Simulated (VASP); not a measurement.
Input of a VASP 6.6.1 run:

File INCAR:

```
SYSTEM = H18CO10
PREC     = Accurate       ! precision mode
ENCUT    = 520            ! plane-wave cutoff, eV
EDIFF    = 1E-6           ! SCF threshold, eV
ISMEAR   = -1             ! smearing method
SIGMA    = 0.05           ! smearing width, eV
LREAL    = .FALSE.        ! projectors in reciprocal space
LASPH    = .TRUE.         ! aspherical terms in the spheres
NELM     = 120            ! most SCF steps
ALGO     = Normal         ! electronic algorithm
ISIF     = 2              ! what is computed and relaxed
LWAVE    = .FALSE.        ! write WAVECAR
LCHARG   = .TRUE.         ! write CHGCAR
GGA      = PS             ! functional
LELF     = .TRUE.         ! ELF
LVHAR    = .TRUE.       
NBANDS   = 61             ! bands
GGA_COMPAT= .FALSE.
```

KPOINTS

```
Automatic mesh
0
G
  1 1 1
  0 0 0
```

Contents of POSCAR:

```
H18CO10
1.0
    6.9333820000      0.0000000000      0.0000000000
    0.0000000000      6.9333820000      0.0000000000
    0.0000000000      0.0000000000      6.9333820000
O H C
10 18 1
Direct
    0.8326528093      0.9902238186      0.7968838296
    0.1459172450      1.0511897368      0.1936572945
    0.1014512110      0.2530943773      0.7967395998
    0.7260093270      0.3309063311      0.0054518848
    0.6097457201      0.3253534855      0.3943674242
    0.4448045701      0.4254489368      0.7706195908
    0.0772783037      0.3466273746      0.4550593058
    0.3845165318      0.7789704938      1.0398677009
    0.6283802046      0.9334549863      0.5089723889
    0.3408149154      0.8887004928      0.6743029592
    0.9601519143      1.0695934538      0.7816243213
    0.8484171217      0.8919889312      0.8933591139
    0.2548107114      0.9570942435      0.1772727941
    0.0640957039      0.9965266590      0.2903345005
    0.1033694667      0.2698971440      0.6492790964
    0.2341137413      0.2946037013      0.8337201095
    0.8418979367      0.2675606219     -0.0518361746
    0.6400339690      0.2138638835     -0.0229902232
    0.6744760349      0.3463533381      0.2635798806
    0.5904477786      0.1848737023      0.4262710464
    0.4711120778      0.4289825658      0.6330820947
    0.5817507242      0.4460737920      0.8269268879
   -0.0457929478      0.4043337003      0.4178768745
    0.1218308756      0.2829066681      0.3416947170
    0.3657810863      0.8221528830      0.8993158029
    0.4331508058      0.6465675770      1.0286466258
    0.6960095376      0.9520606250      0.6502310128
    0.3808242500      0.8387825739      0.3895357273
    0.4461891758      0.8875322317      0.5308376201
```

Potentials or basis: VASP PAW PBE potentials, release 64 (O, H, C).

The run is started by

```bash
$ cat potpaw_PBE.64/O/POTCAR potpaw_PBE.64/H/POTCAR potpaw_PBE.64/C/POTCAR > POTCAR
$ mpirun -np 1 vasp_gam > vasp.out
```

**Question.** Estimate the largest force.

**Answer.** 2.275 eV/Å.

**Question.** What does it give for the pressure?

**Answer.** -1.0 GPa.

Forces on the atoms (eV/Å):
```
O    0.096  0.693 -0.459
O    0.814  0.321 -0.431
O   -0.272 -0.543 -0.276
O   -0.590 -2.150 -0.452
O    0.303 -0.095 -0.350
O    1.774  0.627  1.012
O   -0.699  1.135  0.275
O    0.184  0.318 -0.615
O   -0.094 -0.057  1.358
O    0.873 -0.004 -0.101
H   -0.179 -0.242  0.514
H    0.351 -0.407  0.451
H   -0.523  0.115 -0.351
H   -0.540 -0.515  0.657
H   -0.218  0.421  0.729
H   -0.316 -0.211 -0.052
H    0.576  0.905  0.197
H    0.465  1.540  0.523
H   -0.844 -0.851  0.979
H    0.690  1.126 -0.816
H   -0.082 -0.101 -0.828
H   -1.619 -0.663 -0.308
H   -0.096 -0.083  0.355
H    0.786 -1.085 -1.413
H    0.135 -0.200  0.762
H   -0.283  0.227  0.053
H    0.498  0.277 -0.672
H    0.305  0.178  0.176
C   -1.493 -0.675 -0.917
```

Caveat: the k points lie up to 0.91 Å⁻¹ apart; the PAW data sets were made with another functional, which shifts forces and pressure a little.
